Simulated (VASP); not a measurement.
Runs of VASP 6.6.1 on NiO. The structure is that of space group Fm-3m (No. 225), or close to it. The cells are those of the table. 

```tsv
task	cell	k mesh	cutoff (eV)	smearing	gap on the mesh (eV)	pressure (GPa)	moment (μB)
single point	a = 2.911 Å, angles 60.0°, 2 atoms	18 × 18 × 18	520	gaussian 0.1 eV	none	(b)	(a)
single point	a = 2.911 Å, angles 60.0°, 2 atoms	26 × 26 × 26	520	gaussian 0.15 eV	none	-0.7	1.12
single point	a = 2.911 Å, angles 60.0°, 2 atoms	14 × 14 × 14	520	gaussian 0.15 eV	none	-1.3	1.01
relaxation of cell and atoms	relaxed from a = 2.904 Å, angles 60.0°, 2 atoms	18 × 18 × 18	600	gaussian 0.1 eV	none	-0.1	0.86
```

Alike in all rows: level PBEsol; potentials or basis VASP PAW PBE potentials, release 64 (Ni, O); spin collinear, ferromagnetic start.

Task: Fill in the values left out.

Result: (a) 1.20; (b) -0.2.

Caveats: the PAW data sets were made with another functional, which shifts forces and pressure a little; a cell with one magnetic atom can't hold antiferromagnetic order, which such compounds often take; semilocal functionals often make such compounds metallic where correlation or magnetic order opens a gap, which also shifts bond lengths.

A gap of «none» marks levels without a gap at the run's occupations.
